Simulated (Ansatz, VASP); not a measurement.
**One calculation of Bi, two programs**

Contents of INCAR:

```
SYSTEM = Bi
PREC = Accurate
ENCUT = 520
EDIFF = 1E-6
ISMEAR = -1
SIGMA = 0.05
LREAL = .FALSE.
LASPH = .TRUE.
NELM = 60
ALGO = Fast
ISIF = 2
LWAVE = .FALSE.
LCHARG = .FALSE.
GGA = PE
NBANDS = 38
```

KPOINTS

```
Automatic mesh
0
G
  6 6 4
  0 0 0
```

The input POSCAR:

```
Bi
1.0
    4.6271467306      0.0000000000      0.0000000000
    0.0000000000      4.4960092178      0.0000000000
   -0.3436514168      0.0000000000      6.4682424009
Bi
4
Direct
    0.2513749200      0.2500000000      0.7487333800
    0.7486250800      0.7500000000      0.2512666200
    0.2498876900      0.2500000000      0.2488803300
    0.7501123100      0.7500000000      0.7511196700
```

input.yaml

```yaml
crystal:
  lattice:
    - [4.6271467306, 0.0, 0.0]
    - [0.0, 4.4960092178, 0.0]
    - [-0.3436514168, 0.0, 6.4682424009]
  atoms:
    - { symbol: Bi, position: [0.25137492, 0.25, 0.74873338] }
    - { symbol: Bi, position: [0.74862508, 0.75, 0.25126662] }
    - { symbol: Bi, position: [0.24988769, 0.25, 0.24888033] }
    - { symbol: Bi, position: [0.75011231, 0.75, 0.75111967] }
hamiltonian:
  xc: pbe
  pseudopotentials: { kind: paw }
kpoints:
  mp_grid: { grid: [6, 6, 4] }
scf:
  occupations: { method: fermi_dirac, width: 0.05 }
output:
  forces: true
  stress: true
  eigenvalues: true
```

Alike in both runs: task single point; functional PBE; k mesh 6 × 6 × 4; occupations fermi-dirac, width 0.05 eV; no spin polarisation.

```csv
,VASP,Ansatz
version,VASP 6.6.1,Ansatz 0.2.0
potentials or method,"VASP PAW PBE potentials, release 64 (Bi_d)",Ansatz PAW
plane-wave cutoff (eV),520,420
valence electrons in the cell,60,60
```

Ansatz gave:

```
gap on the k mesh at the Fermi level (eV)                     : none
pressure (GPa)                                                : 2.2
traceless stress, the component that is largest in VASP (GPa) : 0.88
```

**Question.** Which values does VASP return?

**Answer.** gap on the k mesh at the Fermi level (eV): none; pressure (GPa): 2.2; traceless stress, the component that is largest in VASP (GPa): 0.87.

A gap of «none» marks a metal or a gap that the smearing closes.

Neither program's run includes spin-orbit coupling.
